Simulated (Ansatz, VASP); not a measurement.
# One calculation of Y3Ge6S, two programs

File INCAR:

```
PREC = Accurate
ENCUT = 520
EDIFF = 1E-7
ISMEAR = 0
SIGMA = 0.1
LREAL = F
LASPH = T
NELM = 80
ALGO = Normal
ISIF = 2
LWAVE = F
LCHARG = F
GGA = PE
NBANDS = 72
```

Contents of KPOINTS:

```
Automatic mesh
0
Gamma
  4 4 4
```

POSCAR

```
Y3Ge6S
1.0
    0.0000000000      4.8708782600      4.8708782600
    4.8708782600      0.0000000000      4.8708782600
    4.8708782600      4.8708782600      0.0000000000
Y Ge S
3 6 1
Direct
    0.5000000000      0.5000000000      0.5000000000
    0.2500000000      0.2500000000      0.2500000000
    0.7500000000      0.7500000000      0.7500000000
    0.7479426600      0.2520573400      0.2520573400
    0.2520573400      0.7479426600      0.7479426600
    0.2520573400      0.7479426600      0.2520573400
    0.7479426600      0.2520573400      0.7479426600
    0.2520573400      0.2520573400      0.7479426600
    0.7479426600      0.7479426600      0.2520573400
    0.0000000000      0.0000000000      0.0000000000
```

Input for Ansatz:

```yaml
crystal:
  lattice:
    - [0.0, 4.87087826, 4.87087826]
    - [4.87087826, 0.0, 4.87087826]
    - [4.87087826, 4.87087826, 0.0]
  atoms:
    - { symbol: "Y", position: [0.5, 0.5, 0.5] }
    - { symbol: "Y", position: [0.25, 0.25, 0.25] }
    - { symbol: "Y", position: [0.75, 0.75, 0.75] }
    - { symbol: Ge, position: [0.74794266, 0.25205734, 0.25205734] }
    - { symbol: Ge, position: [0.25205734, 0.74794266, 0.74794266] }
    - { symbol: Ge, position: [0.25205734, 0.74794266, 0.25205734] }
    - { symbol: Ge, position: [0.74794266, 0.25205734, 0.74794266] }
    - { symbol: Ge, position: [0.25205734, 0.25205734, 0.74794266] }
    - { symbol: Ge, position: [0.74794266, 0.74794266, 0.25205734] }
    - { symbol: S, position: [0.0, 0.0, 0.0] }
basis:
  ecutwfc: 420
kpoints:
  mp_grid: { grid: [4, 4, 4] }
hamiltonian:
  xc: pbe
scf:
  occupations: { method: gaussian, width: 0.1 }
  lower_state_search: "off"
output:
  forces: true
  stress: true
  eigenvalues: true
```

Alike in both runs: task single point; functional PBE; k mesh 4 × 4 × 4; occupations gaussian, width 0.1 eV; no spin polarisation.

|  | VASP | Ansatz |
| --- | --- | --- |
| version | VASP 6.6.1 | Ansatz 0.2.0 |
| potentials or method | VASP PAW PBE potentials, release 64 (Y_sv, Ge_d, S), cutoff 520 eV | scalar-relativistic, plane waves, PAW |
| valence electrons in the cell | 123 | 123 |

```csv
,VASP,Ansatz,Ansatz less VASP
gap on the k mesh at the Fermi level (eV),none,none,-
pressure (GPa),5.9,5.9,+0.02
rms of the force components (eV/Å),1.486,1.489,+0.0030
```

Atom by atom the forces differ by 0.003 eV/Å (rms over components). A gap of «none» marks a metal or a gap that the smearing closes.
